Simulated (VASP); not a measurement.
# Cs (Im-3m) in VASP: notebook, part 2 of 2

VASP 6.6.1.

## 4. Single point, revPBE (118.51 Å³/atom)

This run uses another cell than the first one, of 118.51 Å³/atom.

Contents of INCAR:

```
SYSTEM = Cs
ALGO = Normal ; EDIFF = 1E-7
ENCUT = 520 ; GGA = RE
ISIF = 2 ; ISMEAR = -1
LASPH = .True. ; LCHARG = .False.
LREAL = .False. ; LWAVE = .False.
NBANDS = 10 ; NELM = 60
PREC = Accurate ; SIGMA = 0.1
```

Contents of KPOINTS:

```
k-points
0
Gamma
  12 12 12
  0 0 0
```

Contents of POSCAR:

```
Cs
1.0
   -3.0943101446      3.0943101446      3.0943101446
    3.0943101446     -3.0943101446      3.0943101446
    3.0943101446      3.0943101446     -3.0943101446
Cs
1
Direct
    0.0000000000      0.0000000000      0.0000000000
```

Potentials or basis: VASP PAW PBE potentials, release 64 (Cs_sv).

The run is started by

```
$ cat potpaw_PBE.64/Cs_sv/POTCAR > POTCAR
$ mpirun -np 1 vasp_std > vasp.out
```

OUTCAR:

```text
SYSTEM = Cs
   EDIFF = 1E-7
   ENCUT = 520
   GGA = RE
   ISIF = 2
   ISMEAR = -1
   LASPH = .True.
   LREAL = .False.
   NELM = 60
   PREC = Accurate

 ion  position               nearest neighbor table
   1  0.000  0.000  0.000-

  LATTYP: Found a body centered cubic cell.
 ALAT       =     6.1886202892

  Lattice vectors:

 A1 = (  -3.0943101446,   3.0943101446,   3.0943101446)
 A2 = (   3.0943101446,  -3.0943101446,   3.0943101446)
 A3 = (   3.0943101446,   3.0943101446,  -3.0943101446)

Analysis of symmetry for initial positions (statically):
=====================================================================
 Subroutine PRICEL returns:
 Original cell was already a primitive cell.

 Routine SETGRP: Setting up the symmetry group for a
 body centered cubic supercell.

 Subroutine GETGRP returns: Found 48 space group operations
 (whereof 48 operations were pure point group operations)
 out of a pool of 48 trial point group operations.

The static configuration has the point symmetry O_h .

Analysis of symmetry for dynamics (positions and initial velocities):
=====================================================================
 Subroutine PRICEL returns:
 Original cell was already a primitive cell.

 Routine SETGRP: Setting up the symmetry group for a
 body centered cubic supercell.

 Subroutine GETGRP returns: Found 48 space group operations
 (whereof 48 operations were pure point group operations)
 out of a pool of 48 trial point group operations.

The dynamic configuration has the point symmetry O_h .

 Subroutine INISYM returns: Found 48 space group operations
 (whereof 48 operations are pure point group operations),
 and found     1 'primitive' translations

----------------------------------------------------------------------------------------

                                     Primitive cell

  volume of cell :     118.5090

  direct lattice vectors                    reciprocal lattice vectors
    -3.094310145  3.094310145  3.094310145     0.000000000  0.161586905  0.161586905
     3.094310145 -3.094310145  3.094310145     0.161586905  0.000000000  0.161586905
     3.094310145  3.094310145 -3.094310145     0.161586905  0.161586905  0.000000000

  length of vectors
     5.359502385  5.359502385  5.359502385     0.228518393  0.228518393  0.228518393

  position of ions in fractional coordinates (direct lattice)
     0.000000000  0.000000000  0.000000000

  ion indices of the primitive-cell ions
   primitive index   ion index
                 1           1

----------------------------------------------------------------------------------------

 KPOINTS: k-points

Automatic generation of k-mesh.
 Grid dimensions read from file:
 generate k-points for:   12   12   12

 Generating k-lattice:

  Cartesian coordinates                     Fractional coordinates (reciprocal lattice)
     0.000000000  0.013465575  0.013465575     0.083333333  0.000000000  0.000000000
     0.013465575  0.000000000  0.013465575     0.000000000  0.083333333  0.000000000
     0.013465575  0.013465575  0.000000000     0.000000000  0.000000000  0.083333333

  Length of vectors
     0.019043199  0.019043199  0.019043199

  Shift w.r.t. Gamma in fractional coordinates (k-lattice)
     0.000000000  0.000000000  0.000000000

 Subroutine IBZKPT returns following result:
 ===========================================

 Found     72 irreducible k-points:

 Following reciprocal coordinates:
            Coordinates               Weight
  0.000000  0.000000  0.000000      1.000000
  0.083333  0.000000  0.000000     12.000000
  0.166667  0.000000  0.000000     12.000000
  0.250000  0.000000  0.000000     12.000000
  0.333333  0.000000  0.000000     12.000000
  0.416667  0.000000  0.000000     12.000000
[... 16 lines left out ...]
  0.333333  0.083333  0.083333     24.000000
  0.416667  0.083333  0.083333     12.000000
 [... further k-points ...]
   k-points           NKPTS =     72   k-points in BZ     NKDIM =     72   number of bands    NBANDS=     10
   number of dos      NEDOS =    301   number of ions     NIONS =      1
   total plane-waves  NPLWV =  64000
   dimension x,y,z NGX =    40 NGY =   40 NGZ =   40
   dimension x,y,z NGXF=    80 NGYF=   80 NGZF=   80
   ions per type =               1
   NGX,Y,Z   is equivalent  to a cutoff of  12.41, 12.41, 12.41 a.u.
   NGXF,Y,Z  is equivalent  to a cutoff of  24.82, 24.82, 24.82 a.u.
 SYSTEM =  Cs
   PREC   = accura    normal or accurate (medium, high low for compatibility)
   ISTART =      0    job   : 0-new  1-cont  2-samecut
   ICHARG =      2    charge: 1-file 2-atom 10-const
   ISPIN  =      1    spin polarized calculation?
   LNONCOLLINEAR =      F non collinear calculations
   LSORBIT =      F    spin-orbit coupling
   LASPH  =      T    aspherical Exc in radial PAW
   ENCUT  =  520.0 eV  38.22 Ry    6.18 a.u.   9.97  9.97  9.97*2*pi/ulx,y,z
   NELM   =     60;   NELMIN=  2; NELMDL= -5     # of ELM steps
   EDIFF  = 0.1E-06   stopping-criterion for ELM
   LREAL  =      F    real-space projection
   EDIFFG = 0.1E-05   stopping-criterion for IOM
   NSW    =      0    number of steps for IOM
   IBRION =     -1    ionic relax: 0-MD 1-quasi-New 2-CG
   NFREE  =      0    steps in history (QN), initial steepest desc. (CG)
   ISIF   =      2    stress and relaxation
   ISYM   =      2    0-nonsym 1-usesym 2-fastsym
   POTIM  = 0.5000    time-step for ionic-motion
   TEBEG  =    0.0;   TEEND  =   0.0 temperature during run
   PSTRESS=    0.0 pullay stress
   NELECT =       9.0000    total number of electrons
   NUPDOWN=      -1.0000    fix difference up-down
   EMIN   =  10.00;   EMAX   =-10.00  energy-range for DOS
   EFERMI =   0.00;   METHOD = LEGACY
   ISMEAR =    -1;   SIGMA  =   0.10  broadening in eV -4-tet -1-fermi 0-gaus
   EFERMI_NEDOS =   21; number of points for ismear=-14 and -15
   IALGO  =     38    algorithm
   IMIX   =      4    mixing-type and parameters
     AMIX     =   0.40;   BMIX     =  1.00
     AMIX_MAG =   1.60;   BMIX_MAG =  1.00
  volume/ion in A,a.u.               =     118.51       799.74
  Fermi-wavevector in a.u.,A,eV,Ry     =   0.693274  1.310099  6.539360  0.480629
  Thomas-Fermi vector in A             =   1.775442
   LORBIT       =      0    0 simple, 1 ext, 2 COOP (PROOUT), +10 PAW based schemes
   GGA     = RE    functional components
   LHFCALC =     F    Hartree Fock is set to
   AEXX    =    0.0000 exact exchange contribution
   IVDW    =     0    specifies the selected vdW correction
   LEPSILON=     F    determine dielectric tensor
   LRPA    =     F    only Hartree local field effects (RPA)
 non-spin polarized calculation
  energy-cutoff  :      520.00
  volume of cell :      118.51
 maximum number of plane-waves:      3252
   NGX = 19   NGY = 19   NGZ = 19

 number of electron       9.0000002 magnetization

 Free energy of the ion-electron system (eV)
  ---------------------------------------------------
  ext. energy  EPLUGINS =         0.00000000
  ---------------------------------------------------
  free energy    TOTEN  =        -0.76831394 eV

  energy without entropy =       -0.72691977  energy(sigma->0) =       -0.74761685

 E-fermi :   0.4883     XC(G=0):  -5.2168

 val. band max:        0.4619714536   @ k =   0.3333   0.0833   0.0833
 cond. band min:       0.5040748046   @ k =  -0.3333   0.4167   0.1667
 fundamental gap:      0.0421033510
 Fermi energy:         0.4882914532

 k-point     1 :       0.0000    0.0000    0.0000
  band No.  band energies     occupation
      1     -23.4327      2.00000
      2     -10.1919      2.00000
      3     -10.1919      2.00000
      4     -10.1919      2.00000
      5      -1.1458      2.00000
      6       2.9995      0.00000
      7       2.9995      0.00000
      8       2.9995      0.00000
      9       3.8112      0.00000
     10       3.8112      0.00000
[... 287 lines left out ...]
 k-point    24 :       0.4167    0.0833    0.0833
  band No.  band energies     occupation
      1     -23.4270      2.00000
      2     -10.3039      2.00000
      3     -10.2369      2.00000
      4     -10.1998      2.00000
      5       0.7144      0.18885
      6       1.3098      0.00054
      7       1.9939      0.00000
      8       3.6806      0.00000
      9       4.2771      0.00000
     10       4.6024      0.00000

 [... further k-points ...]

------------------------ aborting loop because EDIFF is reached ----------------------------------------

  FORCE on cell =-STRESS in cart. coord.  units (eV):
  Direction    XX          YY          ZZ          XY          YZ          ZX
  --------------------------------------------------------------------------------------
  -------------------------------------------------------------------------------------
  Total        0.1174229      0.1174229      0.1174229      0.0000000     -0.0000000      0.0000000
  in kB        1.5874931      1.5874931      1.5874931      0.0000000     -0.0000000      0.0000000
  external PRESSURE =       1.5874931 kB  Pullay stress =       0.0000000 kB

 VOLUME and BASIS-vectors are now :
 -----------------------------------------------------------------------------
  energy-cutoff  :      520.00
  volume of cell :      118.51
      direct lattice vectors                 reciprocal lattice vectors
    -3.094310145  3.094310145  3.094310145     0.000000000  0.161586905  0.161586905
     3.094310145 -3.094310145  3.094310145     0.161586905  0.000000000  0.161586905
     3.094310145  3.094310145 -3.094310145     0.161586905  0.161586905  0.000000000

 POSITION                                       TOTAL-FORCE (eV/Angst)
 -----------------------------------------------------------------------------------
      0.00000      0.00000      0.00000        -0.000000      0.000000      0.000000
 -----------------------------------------------------------------------------------
    total drift:                               -0.000000     -0.000000     -0.000000

  FREE ENERGIE OF THE ION-ELECTRON SYSTEM (eV)
  ---------------------------------------------------
  free  energy   TOTEN  =        -0.7683139392 eV

  energy  without entropy=       -0.7269197676  energy(sigma->0) =       -0.74761685
```

OSZICAR:

```text
N       E                     dE             d eps       ncg     rms          rms(c)
DAV:   1     0.549740063901E+02    0.54974E+02   -0.29139E+03  1440   0.625E+02
DAV:   2     0.526258826545E+01   -0.49711E+02   -0.48095E+02  1874   0.108E+02
DAV:   3    -0.672765490180E+00   -0.59354E+01   -0.59289E+01  1642   0.428E+01
DAV:   4    -0.761638273025E+00   -0.88873E-01   -0.88857E-01  1868   0.641E+00
DAV:   5    -0.762042336241E+00   -0.40406E-03   -0.40405E-03  2004   0.380E-01    0.158E-01
DAV:   6    -0.765015851209E+00   -0.29735E-02   -0.17508E-03  1706   0.215E-01    0.110E-01
DAV:   7    -0.768205928520E+00   -0.31901E-02   -0.59590E-03  1498   0.418E-01    0.340E-02
DAV:   8    -0.768310944940E+00   -0.10502E-03   -0.19345E-04  1884   0.867E-02    0.512E-03
DAV:   9    -0.768314167634E+00   -0.32227E-05   -0.56061E-06  2018   0.137E-02    0.284E-03
DAV:  10    -0.768313921763E+00    0.24587E-06   -0.17463E-06  1684   0.758E-03    0.589E-04
DAV:  11    -0.768313939227E+00   -0.17464E-07   -0.27114E-07  1712   0.279E-03
   1 F= -.76831394E+00 E0= -.74761685E+00  d E =-.413942E-01
```

Wall time 99 s (1 thread of Intel Xeon 8259CL, shared host); peak memory 0.28 GiB.

What came out:

| Item | Value |
| --- | --- |
| Free energy | -0.7683 eV |
| Pressure | 0.2 GPa |
| Band gap on the k mesh | zero (an odd number of electrons rules out a gap without spin polarisation) |

Caveat: the PAW data sets were made with another functional, which shifts forces and pressure a little; spin-orbit coupling is left out, which moves the levels of the heavy elements.

## 5. Single point, revPBE (123.66 Å³/atom)

This run uses another cell than the first one, of 123.66 Å³/atom.

Contents of INCAR:

```
SYSTEM = Cs
ALGO = Normal
EDIFF = 1E-7
ENCUT = 520
GGA = RE
ISIF = 2
ISMEAR = -1
LASPH = .True.
LCHARG = .False.
LREAL = .False.
LWAVE = .False.
NBANDS = 10
NELM = 80
PREC = Accurate
SIGMA = 0.1
```

KPOINTS is that of step 4.

Contents of POSCAR:

```
Cs
1.0
   -3.1385205483      3.1385205483      3.1385205483
    3.1385205483     -3.1385205483      3.1385205483
    3.1385205483      3.1385205483     -3.1385205483
Cs
1
Direct
    0.0000000000      0.0000000000      0.0000000000
```

Potentials or basis: VASP PAW PBE potentials, release 64 (Cs_sv).

The run is started by

```
$ cat potpaw_PBE.64/Cs_sv/POTCAR > POTCAR
$ mpirun -np 1 vasp_std > vasp.out
```

OUTCAR:

```text
SYSTEM = Cs
   EDIFF = 1E-7
   ENCUT = 520
   GGA = RE
   ISIF = 2
   ISMEAR = -1
   LASPH = .True.
   LREAL = .False.
   NELM = 80
   PREC = Accurate

 ion  position               nearest neighbor table
   1  0.000  0.000  0.000-

  LATTYP: Found a body centered cubic cell.
 ALAT       =     6.2770410966

  Lattice vectors:

 A1 = (  -3.1385205483,   3.1385205483,   3.1385205483)
 A2 = (   3.1385205483,  -3.1385205483,   3.1385205483)
[... 490 lines left out ...]
     10       4.3743      0.00000

 [... further k-points ...]

------------------------ aborting loop because EDIFF is reached ----------------------------------------

  FORCE on cell =-STRESS in cart. coord.  units (eV):
  Direction    XX          YY          ZZ          XY          YZ          ZX
  --------------------------------------------------------------------------------------
  -------------------------------------------------------------------------------------
  Total        0.0549592      0.0549592      0.0549592     -0.0000000     -0.0000000      0.0000000
  in kB        0.7120596      0.7120596      0.7120596     -0.0000000     -0.0000000      0.0000000
  external PRESSURE =       0.7120596 kB  Pullay stress =       0.0000000 kB

 VOLUME and BASIS-vectors are now :
 -----------------------------------------------------------------------------
  energy-cutoff  :      520.00
  volume of cell :      123.66
      direct lattice vectors                 reciprocal lattice vectors
    -3.138520548  3.138520548  3.138520548     0.000000000  0.159310730  0.159310730
     3.138520548 -3.138520548  3.138520548     0.159310730  0.000000000  0.159310730
     3.138520548  3.138520548 -3.138520548     0.159310730  0.159310730  0.000000000

 POSITION                                       TOTAL-FORCE (eV/Angst)
 -----------------------------------------------------------------------------------
      0.00000      0.00000      0.00000         0.000000      0.000000      0.000000
 -----------------------------------------------------------------------------------
    total drift:                               -0.000000     -0.000000     -0.000000

  FREE ENERGIE OF THE ION-ELECTRON SYSTEM (eV)
  ---------------------------------------------------
  free  energy   TOTEN  =        -0.7722413645 eV

  energy  without entropy=       -0.7307660314  energy(sigma->0) =       -0.75150370
```

stdout:

```text
POSCAR found type information on POSCAR Cs
 POSCAR found :  1 types and       1 ions
 scaLAPACK will be used
 -----------------------------------------------------------------------------
|                                                                             |
|                                                                             |
|     You enforced a specific xc type in the INCAR file but a different       |
|     I HOPE YOU KNOW WHAT YOU ARE DOING!                                     |
|                                                                             |
 -----------------------------------------------------------------------------

 LDA part: xc-table for (Slater+PW92), standard interpolation
 POSCAR, INCAR and KPOINTS ok, starting setup
 FFT: planning ... GRIDC
 FFT: planning ... GRID_SOFT
 FFT: planning ... GRID
 WAVECAR not read
 entering main loop
```

Wall time 99 s (1 thread of Intel Xeon 8259CL, shared host); peak memory 0.28 GiB.

Results:

* Free energy: -0.7722 eV
* Pressure: 0.1 GPa
* Band gap on the k mesh: zero (an odd number of electrons rules out a gap without spin polarisation)

Caveat: the PAW data sets were made with another functional, which shifts forces and pressure a little; spin-orbit coupling is left out, which moves the levels of the heavy elements.

## 6. Summary

| cell | k mesh | gap on the mesh (eV) | pressure (GPa) |
| --- | --- | --- | --- |
| a = 5.511 Å, angles 109.5°, 1 atom | 8 × 8 × 8 | none | 0.0 |
| a = 5.281 Å, angles 109.5°, 1 atom | 12 × 12 × 12 | none | 0.3 |
| a = 5.360 Å, angles 109.5°, 1 atom | 12 × 12 × 12 | none | 0.2 |
| a = 5.436 Å, angles 109.5°, 1 atom | 12 × 12 × 12 | none | 0.1 |

Alike in all rows: task single point; level revPBE; potentials or basis VASP PAW PBE potentials, release 64 (Cs_sv); no spin polarisation; cutoff (eV) 520; smearing fermi-dirac 0.1 eV.

Caveats: the PAW data sets were made with another functional, which shifts forces and pressure a little; spin-orbit coupling is left out, which moves the levels of the heavy elements.

Total energies depend on the potentials used, so only differences within one code and one set of settings carry meaning.
